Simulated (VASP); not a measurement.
# ZnCu (Pm-3m) in VASP: notebook, part 2 of 2

VASP 6.6.1.

## Step 3: Single point, PBEsol

Contents of INCAR:

```
SYSTEM = ZnCu
ALGO = Fast ; EDIFF = 1E-6
ENCUT = 520 ; GGA = PS
ISIF = 2 ; ISMEAR = 0
LASPH = .TRUE. ; LCHARG = .FALSE.
LREAL = .FALSE. ; LWAVE = .FALSE.
NBANDS = 18 ; NELM = 100
PREC = Accurate ; SIGMA = 0.15
```

Contents of KPOINTS:

```
k-points
0
G
  18 18 18
  0 0 0
```

Contents of POSCAR:

```
ZnCu
1.0
    2.9077317351      0.0000000000      0.0000000000
    0.0000000000      2.9077317351      0.0000000000
    0.0000000000      0.0000000000      2.9077317351
Zn Cu
1 1
Direct
    0.5000000000      0.5000000000      0.5000000000
    0.0000000000      0.0000000000      0.0000000000
```

Potentials or basis: VASP PAW PBE potentials, release 64 (Zn, Cu).

Launch:

```sh
cat potpaw_PBE.64/Zn/POTCAR potpaw_PBE.64/Cu/POTCAR > POTCAR
mpirun -np 1 vasp_std > vasp.out
```

OUTCAR:

```text
SYSTEM = ZnCu
   EDIFF = 1E-6
   ENCUT = 520
   GGA = PS
   ISIF = 2
   ISMEAR = 0
   LASPH = .TRUE.
   LREAL = .FALSE.
   NELM = 100
   PREC = Accurate

 ion  position               nearest neighbor table
   1  0.500  0.500  0.500-   2 2.52   2 2.52   2 2.52   2 2.52   2 2.52   2 2.52   2 2.52   2 2.52

   2  0.000  0.000  0.000-   1 2.52   1 2.52   1 2.52   1 2.52   1 2.52   1 2.52   1 2.52   1 2.52

  LATTYP: Found a simple cubic cell.
 ALAT       =     2.9077317351

  Lattice vectors:

 A1 = (   2.9077317351,   0.0000000000,   0.0000000000)
 A2 = (   0.0000000000,   2.9077317351,   0.0000000000)
 A3 = (   0.0000000000,   0.0000000000,   2.9077317351)

Analysis of symmetry for initial positions (statically):
=====================================================================
 Subroutine PRICEL returns:
 Original cell was already a primitive cell.

 Routine SETGRP: Setting up the symmetry group for a
 simple cubic supercell.

 Subroutine GETGRP returns: Found 48 space group operations
 (whereof 48 operations were pure point group operations)
 out of a pool of 48 trial point group operations.

The static configuration has the point symmetry O_h .

Analysis of symmetry for dynamics (positions and initial velocities):
=====================================================================
 Subroutine PRICEL returns:
 Original cell was already a primitive cell.

 Routine SETGRP: Setting up the symmetry group for a
 simple cubic supercell.

 Subroutine GETGRP returns: Found 48 space group operations
 (whereof 48 operations were pure point group operations)
 out of a pool of 48 trial point group operations.

The dynamic configuration has the point symmetry O_h .

 Subroutine INISYM returns: Found 48 space group operations
 (whereof 48 operations are pure point group operations),
 and found     1 'primitive' translations

----------------------------------------------------------------------------------------

                                     Primitive cell

  volume of cell :      24.5846

  direct lattice vectors                    reciprocal lattice vectors
     2.907731735  0.000000000  0.000000000     0.343910681  0.000000000  0.000000000
     0.000000000  2.907731735  0.000000000     0.000000000  0.343910681  0.000000000
     0.000000000  0.000000000  2.907731735     0.000000000  0.000000000  0.343910681

  length of vectors
     2.907731735  2.907731735  2.907731735     0.343910681  0.343910681  0.343910681

  position of ions in fractional coordinates (direct lattice)
     0.500000000  0.500000000  0.500000000
     0.000000000  0.000000000  0.000000000

  ion indices of the primitive-cell ions
   primitive index   ion index
                 1           1
                 2           2

----------------------------------------------------------------------------------------

 KPOINTS: k-points

Automatic generation of k-mesh.
 Grid dimensions read from file:
 generate k-points for:   18   18   18

 Generating k-lattice:

  Cartesian coordinates                     Fractional coordinates (reciprocal lattice)
     0.019106149  0.000000000  0.000000000     0.055555556  0.000000000  0.000000000
     0.000000000  0.019106149  0.000000000     0.000000000  0.055555556  0.000000000
     0.000000000  0.000000000  0.019106149     0.000000000  0.000000000  0.055555556

  Length of vectors
     0.019106149  0.019106149  0.019106149

  Shift w.r.t. Gamma in fractional coordinates (k-lattice)
     0.000000000  0.000000000  0.000000000

 Subroutine IBZKPT returns following result:
 ===========================================

 Found    220 irreducible k-points:

 Following reciprocal coordinates:
            Coordinates               Weight
  0.000000  0.000000  0.000000      1.000000
  0.055556  0.000000  0.000000      6.000000
  0.111111  0.000000  0.000000      6.000000
  0.166667  0.000000  0.000000      6.000000
  0.222222  0.000000  0.000000      6.000000
  0.277778  0.000000  0.000000      6.000000
[... 16 lines left out ...]
  0.277778  0.111111  0.000000     24.000000
  0.333333  0.111111  0.000000     24.000000
 [... further k-points ...]
   k-points           NKPTS =    220   k-points in BZ     NKDIM =    220   number of bands    NBANDS=     18
   number of dos      NEDOS =    301   number of ions     NIONS =      2
   total plane-waves  NPLWV =  13824
   dimension x,y,z NGX =    24 NGY =   24 NGZ =   24
   dimension x,y,z NGXF=    48 NGYF=   48 NGZF=   48
   ions per type =               1   1
   NGX,Y,Z   is equivalent  to a cutoff of  13.72, 13.72, 13.72 a.u.
   NGXF,Y,Z  is equivalent  to a cutoff of  27.44, 27.44, 27.44 a.u.
 SYSTEM =  ZnCu
   PREC   = accura    normal or accurate (medium, high low for compatibility)
   ISTART =      0    job   : 0-new  1-cont  2-samecut
   ICHARG =      2    charge: 1-file 2-atom 10-const
   ISPIN  =      1    spin polarized calculation?
   LNONCOLLINEAR =      F non collinear calculations
   LSORBIT =      F    spin-orbit coupling
   LASPH  =      T    aspherical Exc in radial PAW
   ENCUT  =  520.0 eV  38.22 Ry    6.18 a.u.   5.41  5.41  5.41*2*pi/ulx,y,z
   NELM   =    100;   NELMIN=  2; NELMDL= -5     # of ELM steps
   EDIFF  = 0.1E-05   stopping-criterion for ELM
   LREAL  =      F    real-space projection
   EDIFFG = 0.1E-04   stopping-criterion for IOM
   NSW    =      0    number of steps for IOM
   IBRION =     -1    ionic relax: 0-MD 1-quasi-New 2-CG
   NFREE  =      0    steps in history (QN), initial steepest desc. (CG)
   ISIF   =      2    stress and relaxation
   ISYM   =      2    0-nonsym 1-usesym 2-fastsym
   POTIM  = 0.5000    time-step for ionic-motion
   TEBEG  =    0.0;   TEEND  =   0.0 temperature during run
   PSTRESS=    0.0 pullay stress
   NELECT =      23.0000    total number of electrons
   NUPDOWN=      -1.0000    fix difference up-down
   EMIN   =  10.00;   EMAX   =-10.00  energy-range for DOS
   EFERMI =   0.00;   METHOD = LEGACY
   ISMEAR =     0;   SIGMA  =   0.15  broadening in eV -4-tet -1-fermi 0-gaus
   EFERMI_NEDOS =   21; number of points for ismear=-14 and -15
   IALGO  =     68    algorithm
   IMIX   =      4    mixing-type and parameters
     AMIX     =   0.40;   BMIX     =  1.00
     AMIX_MAG =   1.60;   BMIX_MAG =  1.00
  volume/ion in A,a.u.               =      12.29        82.95
  Fermi-wavevector in a.u.,A,eV,Ry     =   1.601142  3.025719 34.880641  2.563655
  Thomas-Fermi vector in A             =   2.698167
   LORBIT       =      0    0 simple, 1 ext, 2 COOP (PROOUT), +10 PAW based schemes
   GGA     = PS    functional components
   LHFCALC =     F    Hartree Fock is set to
   AEXX    =    0.0000 exact exchange contribution
   IVDW    =     0    specifies the selected vdW correction
   LEPSILON=     F    determine dielectric tensor
   LRPA    =     F    only Hartree local field effects (RPA)
 non-spin polarized calculation
 RMM-DIIS sequential band-by-band and
 Gauss-broadening in eV      SIGMA  =   0.15
  energy-cutoff  :      520.00
  volume of cell :       24.58
 maximum number of plane-waves:       691
 NGX is ok and might be reduce to    24
   NGX = 11   NGY = 11   NGZ = 11

 number of electron      22.9999983 magnetization

 Free energy of the ion-electron system (eV)
  ---------------------------------------------------
  ext. energy  EPLUGINS =         0.00000000
  ---------------------------------------------------
  free energy    TOTEN  =        -6.09749427 eV

  energy without entropy =       -6.09207957  energy(sigma->0) =       -6.09478692

 E-fermi :   5.7397     XC(G=0): -12.7823

 val. band max:        5.7212615271   @ k =   0.5000   0.5000   0.2222
 cond. band min:       5.7471784766   @ k =   0.3333   0.2222   0.0556
 fundamental gap:      0.0259169495
 Fermi energy:         5.7397166896

 k-point     1 :       0.0000    0.0000    0.0000
  band No.  band energies     occupation
      1      -4.9334      2.00000
      2      -2.2190      2.00000
      3      -2.2190      2.00000
      4      -1.4542      2.00000
      5      -1.4542      2.00000
      6      -1.4542      2.00000
[... 10 lines left out ...]
     17      18.6075      0.00000
     18      29.5532      0.00000

 k-point     2 :       0.0556    0.0000    0.0000
  band No.  band energies     occupation
      1      -4.8759      2.00000
      2      -2.2115      2.00000
      3      -2.2060      2.00000
      4      -1.4595      2.00000
      5      -1.4595      2.00000
      6      -1.4514      2.00000
[... 10 lines left out ...]
     17      18.9254      0.00000
     18      29.1230      0.00000
[... 442 lines left out ...]
 k-point    24 :       0.3333    0.1111    0.0000
  band No.  band energies     occupation
      1      -2.8937      2.00000
      2      -1.9983      2.00000
      3      -1.8122      2.00000
      4      -1.5967      2.00000
      5      -1.4753      2.00000
      6      -1.4206      2.00000
[... 10 lines left out ...]
     17      21.3448      0.00000
     18      22.1210      0.00000

 [... further k-points ...]
[... 5 lines left out ...]
  --------------------------------------------------------------------------------------
  -------------------------------------------------------------------------------------
  Total        0.1459919      0.1459919      0.1459919      0.0000000     -0.0000000      0.0000000
  in kB        9.5142902      9.5142902      9.5142902      0.0000000     -0.0000000      0.0000000
  external PRESSURE =       9.5142902 kB  Pullay stress =       0.0000000 kB

 VOLUME and BASIS-vectors are now :
 -----------------------------------------------------------------------------
  energy-cutoff  :      520.00
  volume of cell :       24.58
      direct lattice vectors                 reciprocal lattice vectors
     2.907731735  0.000000000  0.000000000     0.343910681  0.000000000  0.000000000
     0.000000000  2.907731735  0.000000000     0.000000000  0.343910681  0.000000000
     0.000000000  0.000000000  2.907731735     0.000000000  0.000000000  0.343910681

 POSITION                                       TOTAL-FORCE (eV/Angst)
 -----------------------------------------------------------------------------------
      1.45387      1.45387      1.45387         0.000000      0.000000      0.000000
      0.00000      0.00000      0.00000         0.000000      0.000000      0.000000
 -----------------------------------------------------------------------------------
    total drift:                                0.000000      0.000000     -0.000000

  FREE ENERGIE OF THE ION-ELECTRON SYSTEM (eV)
  ---------------------------------------------------
  free  energy   TOTEN  =        -6.0974942666 eV

  energy  without entropy=       -6.0920795721  energy(sigma->0) =       -6.09478692
```

stdout:

```text
POSCAR found type information on POSCAR ZnCu
 POSCAR found :  2 types and       2 ions
 scaLAPACK will be used
 -----------------------------------------------------------------------------
|                                                                             |
|                                                                             |
|     You enforced a specific xc type in the INCAR file but a different       |
|     I HOPE YOU KNOW WHAT YOU ARE DOING!                                     |
|                                                                             |
 -----------------------------------------------------------------------------

 LDA part: xc-table for (Slater+PW92), standard interpolation
 POSCAR, INCAR and KPOINTS ok, starting setup
 FFT: planning ... GRIDC
 FFT: planning ... GRID_SOFT
 FFT: planning ... GRID
 WAVECAR not read
 entering main loop
```

It took 92 s on 1 thread of AMD EPYC 7R13 (Zen 3), shared host; peak memory 0.19 GiB.

What came out:

```
Free energy : -6.0975 eV
Pressure    : 1.0 GPa
```

Caveat: the PAW data sets were made with another functional, which shifts forces and pressure a little.
